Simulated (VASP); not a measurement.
# NaCl in VASP: further runs

NaCl is run at these levels: PBE, r2SCAN; tasks: single point.

Everything below comes from runs of VASP 6.6.1. Logs are shortened: lines on timing, memory, paths and dates and some standing lists are left out, and cuts for length are marked.

### Step 1. The cell of the first run

It takes space group I-4m2 (No. 119, tetragonal). Conventional cell: a = 4.341 Å, b = 4.341 Å, c = 6.243 Å, α = 90.00°, β = 90.00°, γ = 90.00°. Na (site symmetry -4m2) has 4 Cl at 2.67 Å within 3.5 Å. Cl (site symmetry -4m2) has 4 Na at 2.67 Å within 3.5 Å.

### Step 2. Single point, PBE (epitaxial xy strain -0.6%)

The input, INCAR:

```
SYSTEM = NaCl
PREC     = Accurate       ! precision mode
ENCUT    = 520            ! plane-wave cutoff, eV
EDIFF    = 1E-6           ! SCF threshold, eV
ISMEAR   = -1             ! smearing method
SIGMA    = 0.02           ! smearing width, eV
LREAL    = .False.        ! projectors in reciprocal space
LASPH    = .True.         ! aspherical terms in the spheres
NELM     = 80             ! most SCF steps
ALGO     = Normal         ! electronic algorithm
ISIF     = 2              ! what is computed and relaxed
LWAVE    = .False.        ! write WAVECAR
LCHARG   = .False.        ! write CHGCAR
GGA      = PE             ! functional
NBANDS   = 14             ! bands
```

The input, KPOINTS:

```
regular mesh
0
Gamma
  8 8 8
  0 0 0
```

The input, POSCAR:

```
NaCl
1.0
    0.0000000000      3.0693665954      3.1216586827
    3.0693665954      0.0000000000      3.1216586827
    3.0693665954      3.0693665954      0.0000000000
Na Cl
1 1
Direct
    0.0000000000      0.0000000000      0.0000000000
    0.2500000000      0.2500000000      0.2500000000
```

Potentials or basis: VASP PAW PBE potentials, release 64 (Na_pv, Cl).

Command:

```
> cat potpaw_PBE.64/Na_pv/POTCAR potpaw_PBE.64/Cl/POTCAR > POTCAR
> mpirun -np 1 vasp_std > vasp.out
```

OUTCAR:

```text
SYSTEM = NaCl
   PREC = Accurate
   ENCUT = 520
   EDIFF = 1E-6
   ISMEAR = -1
   LREAL = .False.
   LASPH = .True.
   NELM = 80
   ISIF = 2
   GGA = PE

 ion  position               nearest neighbor table
   1  0.000  0.000  0.000-   2 2.67   2 2.67   2 2.67   2 2.67
   2  0.250  0.250  0.250-   1 2.67   1 2.67   1 2.67   1 2.67

  LATTYP: Found a body centered tetragonal cell.
 ALAT       =     4.3407398671
 C/A-ratio  =     1.4383071911

  Lattice vectors:

 A1 = (  -3.0693665954,   0.0000000000,   3.1216586827)
 A2 = (   3.0693665954,   0.0000000000,   3.1216586827)
 A3 = (   0.0000000000,   3.0693665954,  -3.1216586827)

Analysis of symmetry for initial positions (statically):
=====================================================================
 Subroutine PRICEL returns:
 Original cell was already a primitive cell.

 Routine SETGRP: Setting up the symmetry group for a
 body centered tetragonal supercell.

 Subroutine GETGRP returns: Found  8 space group operations
 (whereof  8 operations were pure point group operations)
 out of a pool of 16 trial point group operations.

The static configuration has the point symmetry D_2d.

Analysis of symmetry for dynamics (positions and initial velocities):
=====================================================================
 Subroutine PRICEL returns:
 Original cell was already a primitive cell.

 Routine SETGRP: Setting up the symmetry group for a
 body centered tetragonal supercell.

 Subroutine GETGRP returns: Found  8 space group operations
 (whereof  8 operations were pure point group operations)
 out of a pool of 16 trial point group operations.

The dynamic configuration has the point symmetry D_2d.

 Subroutine INISYM returns: Found  8 space group operations
 (whereof  8 operations are pure point group operations),
 and found     1 'primitive' translations

----------------------------------------------------------------------------------------

                                     Primitive cell

  volume of cell :      58.8184

  direct lattice vectors                    reciprocal lattice vectors
     0.000000000  3.069366595  3.121658683    -0.162900059  0.162900059  0.160171259
     3.069366595  0.000000000  3.121658683     0.162900059 -0.162900059  0.160171259
     3.069366595  3.069366595  0.000000000     0.162900059  0.162900059 -0.160171259

  length of vectors
     4.377872112  4.377872112  4.340739867     0.280584552  0.280584552  0.280584552

  position of ions in fractional coordinates (direct lattice)
     0.000000000  0.000000000  0.000000000
     0.250000000  0.250000000  0.250000000

  ion indices of the primitive-cell ions
   primitive index   ion index
                 1           1
                 2           2

----------------------------------------------------------------------------------------

 KPOINTS: regular mesh

Automatic generation of k-mesh.
 Grid dimensions read from file:
 generate k-points for:    8    8    8

 Generating k-lattice:

  Cartesian coordinates                     Fractional coordinates (reciprocal lattice)
    -0.020362507  0.020362507  0.020021407     0.125000000 -0.000000000  0.000000000
     0.020362507 -0.020362507  0.020021407    -0.000000000  0.125000000  0.000000000
     0.020362507  0.020362507 -0.020021407     0.000000000  0.000000000  0.125000000

  Length of vectors
     0.035073069  0.035073069  0.035073069

  Shift w.r.t. Gamma in fractional coordinates (k-lattice)
     0.000000000  0.000000000  0.000000000

 Subroutine IBZKPT returns following result:
 ===========================================

 Found     59 irreducible k-points:

 Following reciprocal coordinates:
            Coordinates               Weight
  0.000000  0.000000  0.000000      1.000000
  0.125000  0.000000  0.000000      8.000000
  0.250000  0.000000  0.000000      8.000000
  0.375000  0.000000  0.000000      8.000000
  0.500000  0.000000  0.000000      4.000000
  0.125000  0.125000  0.000000      2.000000
[... 16 lines left out ...]
  0.250000  0.000000  0.125000     16.000000
  0.375000  0.000000  0.125000     16.000000
 [... further k-points ...]
   k-points           NKPTS =     59   k-points in BZ     NKDIM =     59   number of bands    NBANDS=     14
   number of dos      NEDOS =    301   number of ions     NIONS =      2
   total plane-waves  NPLWV =  41472
   dimension x,y,z NGX =    36 NGY =   36 NGZ =   32
   dimension x,y,z NGXF=    72 NGYF=   72 NGZF=   64
   ions per type =               1   1
   NGX,Y,Z   is equivalent  to a cutoff of  13.67, 13.67, 12.26 a.u.
   NGXF,Y,Z  is equivalent  to a cutoff of  27.34, 27.34, 24.51 a.u.
 SYSTEM =  NaCl
   PREC   = accura    normal or accurate (medium, high low for compatibility)
   ISTART =      0    job   : 0-new  1-cont  2-samecut
   ICHARG =      2    charge: 1-file 2-atom 10-const
   ISPIN  =      1    spin polarized calculation?
   LNONCOLLINEAR =      F non collinear calculations
   LSORBIT =      F    spin-orbit coupling
   LASPH  =      T    aspherical Exc in radial PAW
   ENCUT  =  520.0 eV  38.22 Ry    6.18 a.u.   8.14  8.14  8.07*2*pi/ulx,y,z
   NELM   =     80;   NELMIN=  2; NELMDL= -5     # of ELM steps
   EDIFF  = 0.1E-05   stopping-criterion for ELM
   LREAL  =      F    real-space projection
   EDIFFG = 0.1E-04   stopping-criterion for IOM
   NSW    =      0    number of steps for IOM
   IBRION =     -1    ionic relax: 0-MD 1-quasi-New 2-CG
   NFREE  =      0    steps in history (QN), initial steepest desc. (CG)
   ISIF   =      2    stress and relaxation
   ISYM   =      2    0-nonsym 1-usesym 2-fastsym
   POTIM  = 0.5000    time-step for ionic-motion
   TEBEG  =    0.0;   TEEND  =   0.0 temperature during run
   PSTRESS=    0.0 pullay stress
   NELECT =      14.0000    total number of electrons
   NUPDOWN=      -1.0000    fix difference up-down
   EMIN   =  10.00;   EMAX   =-10.00  energy-range for DOS
   EFERMI =   0.00;   METHOD = LEGACY
   ISMEAR =    -1;   SIGMA  =   0.02  broadening in eV -4-tet -1-fermi 0-gaus
   EFERMI_NEDOS =   21; number of points for ismear=-14 and -15
   IALGO  =     38    algorithm
   IMIX   =      4    mixing-type and parameters
     AMIX     =   0.40;   BMIX     =  1.00
     AMIX_MAG =   1.60;   BMIX_MAG =  1.00
  volume/ion in A,a.u.               =      29.41       198.46
  Fermi-wavevector in a.u.,A,eV,Ry     =   1.014565  1.917250 14.005049  1.029342
  Thomas-Fermi vector in A             =   2.147800
   LORBIT       =      0    0 simple, 1 ext, 2 COOP (PROOUT), +10 PAW based schemes
   GGA     = PE    functional components
   LHFCALC =     F    Hartree Fock is set to
   AEXX    =    0.0000 exact exchange contribution
   IVDW    =     0    specifies the selected vdW correction
   LEPSILON=     F    determine dielectric tensor
   LRPA    =     F    only Hartree local field effects (RPA)
 non-spin polarized calculation
  energy-cutoff  :      520.00
  volume of cell :       58.82
 maximum number of plane-waves:      1603
 NGX is ok and might be reduce to    36
   NGX = 17   NGY = 17   NGZ = 17

 number of electron      13.9999996 magnetization

 Free energy of the ion-electron system (eV)
  ---------------------------------------------------
  ext. energy  EPLUGINS =         0.00000000
  ---------------------------------------------------
  free energy    TOTEN  =        -6.63756010 eV

  energy without entropy =       -6.63756010  energy(sigma->0) =       -6.63756010

 E-fermi :  -1.9604     XC(G=0):  -6.8589

 val. band max:       -2.3927101536   @ k =   0.0000   0.0000   0.0000
 cond. band min:       2.5433415239   @ k =   0.0000   0.0000   0.0000
 fundamental gap:      4.9360516775
 Fermi energy:        -1.9603506021

 k-point     1 :       0.0000    0.0000    0.0000
  band No.  band energies     occupation
      1     -22.9978      2.00000
      2     -22.9978      2.00000
      3     -22.9959      2.00000
      4     -14.5183      2.00000
      5      -2.4097      2.00000
      6      -2.3927      2.00000
      7      -2.3927      2.00000
      8       2.5433      0.00000
      9       8.8029      0.00000
     10       8.8425      0.00000
     11       8.8425      0.00000
     12      10.4885      0.00000
     13      10.7180      0.00000
     14      12.8718      0.00000

 k-point     2 :       0.1250    0.0000    0.0000
  band No.  band energies     occupation
      1     -22.9996      2.00000
      2     -22.9981      2.00000
      3     -22.9965      2.00000
      4     -14.4973      2.00000
      5      -2.5926      2.00000
      6      -2.4194      2.00000
      7      -2.4052      2.00000
      8       2.9028      0.00000
      9       8.4364      0.00000
     10       8.9053      0.00000
     11       8.9480      0.00000
     12      10.1601      0.00000
     13      10.3374      0.00000
     14      12.3368      0.00000

 k-point     3 :       0.2500    0.0000    0.0000
  band No.  band energies     occupation
      1     -23.0045      2.00000
      2     -22.9986      2.00000
      3     -22.9972      2.00000
      4     -14.4462      2.00000
      5      -2.9931      2.00000
      6      -2.4565      2.00000
      7      -2.4347      2.00000
      8       3.7544      0.00000
      9       7.6646      0.00000
     10       8.7251      0.00000
     11       8.8423      0.00000
     12      10.3572      0.00000
     13      10.4053      0.00000
     14      11.6506      0.00000
[... 324 lines left out ...]
 k-point    23 :       0.2500    0.0000    0.1250
  band No.  band energies     occupation
      1     -23.0038      2.00000
      2     -22.9990      2.00000
      3     -22.9972      2.00000
      4     -14.4489      2.00000
      5      -2.8926      2.00000
      6      -2.4982      2.00000
      7      -2.4778      2.00000
      8       3.6953      0.00000
      9       7.8053      0.00000
     10       8.4969      0.00000
     11       9.0363      0.00000
     12       9.5742      0.00000
     13      10.9511      0.00000
     14      12.5887      0.00000

 k-point    24 :       0.3750    0.0000    0.1250
  band No.  band energies     occupation
      1     -23.0085      2.00000
      2     -22.9997      2.00000
      3     -22.9981      2.00000
      4     -14.3973      2.00000
      5      -3.2182      2.00000
      6      -2.5412      2.00000
      7      -2.5226      2.00000
      8       4.6002      0.00000
      9       7.0632      0.00000
     10       8.0909      0.00000
     11       8.7512      0.00000
     12      10.3846      0.00000
     13      11.7829      0.00000
     14      12.2914      0.00000

 [... further k-points ...]
[... 5 lines left out ...]
  --------------------------------------------------------------------------------------
  -------------------------------------------------------------------------------------
  Total        0.2616828      0.2616828      0.2502266      0.0000000      0.0000000      0.0000000
  in kB        7.1280829      7.1280829      6.8160253      0.0000000      0.0000000      0.0000000
  external PRESSURE =       7.0240637 kB  Pullay stress =       0.0000000 kB

 VOLUME and BASIS-vectors are now :
 -----------------------------------------------------------------------------
  energy-cutoff  :      520.00
  volume of cell :       58.82
      direct lattice vectors                 reciprocal lattice vectors
     0.000000000  3.069366595  3.121658683    -0.162900059  0.162900059  0.160171259
     3.069366595  0.000000000  3.121658683     0.162900059 -0.162900059  0.160171259
     3.069366595  3.069366595  0.000000000     0.162900059  0.162900059 -0.160171259

 POSITION                                       TOTAL-FORCE (eV/Angst)
 -----------------------------------------------------------------------------------
      0.00000      0.00000      0.00000         0.000000      0.000000      0.000000
      1.53468      1.53468      1.56083        -0.000000     -0.000000      0.000000
 -----------------------------------------------------------------------------------
    total drift:                               -0.000000     -0.000000     -0.000004

  FREE ENERGIE OF THE ION-ELECTRON SYSTEM (eV)
  ---------------------------------------------------
  free  energy   TOTEN  =        -6.6375600960 eV

  energy  without entropy=       -6.6375600960  energy(sigma->0) =       -6.63756010
```

It used 140 s of CPU time on 1 thread of AMD EPYC 7R13 Processor (Zen 3) (shared host).

Results:

```yaml
Free_energy: -6.6376 eV
Pressure: 0.7 GPa
Band_gap_on_the_k_mesh: 4.94 eV, direct
```

Levels at points of the mesh, in eV from the valence-band top:
```csv
k point,band 5,band 6,band 7,band 8,band 9,band 10
"(0.00, 0.00, 0.00)",-0.02,0.00,0.00,4.94,11.20,11.24
"(0.50, 0.00, 0.00)",-1.07,-0.11,-0.08,7.57,8.91,10.59
"(0.50, 0.50, 0.00)",-0.99,-0.29,-0.29,7.03,9.12,10.50
"(0.50, 0.00, 0.50)",-0.96,-0.32,-0.31,7.04,9.04,10.67
```

Caveat: the cell differs from its parent crystal (epitaxial xy strain -0.6%). A k mesh can miss the band edges.

(Continued in part 2 of 3.)
